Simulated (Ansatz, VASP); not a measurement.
## One calculation of SnTe, two programs

```
CELL_PARAMETERS angstrom
0.00000 3.61115 3.61115
3.61115 0.00000 3.61115
3.61115 3.61115 0.00000
ATOMIC_POSITIONS crystal
Te 0.25000 0.25000 0.25000
Sn 0.00000 0.00000 0.00000
```

Alike in both runs: task single point; functional RPBE; k mesh 7 × 7 × 7; occupations gaussian, width 0.05 eV; no spin polarisation.

|  | VASP | Ansatz |
| --- | --- | --- |
| version | VASP 6.6.1 | Ansatz 0.2.0 |
| potentials or method | VASP PAW PBE potentials, release 64 (Te, Sn_d), cutoff 520 eV | all-electron LAPW, scalar-relativistic |

```tsv
	VASP	Ansatz	Ansatz less VASP
gap on the k mesh at the Fermi level (eV)	0.41	0.42	+0.002
least direct gap on the mesh (eV)	0.89	0.89	+0.001
pressure (GPa)	0.9	1.0	+0.02
```

VASP's potentials were made for PBE, not for RPBE. Ansatz ran all-electron here, and VASP with PAW potentials.

Neither program's run includes spin-orbit coupling.
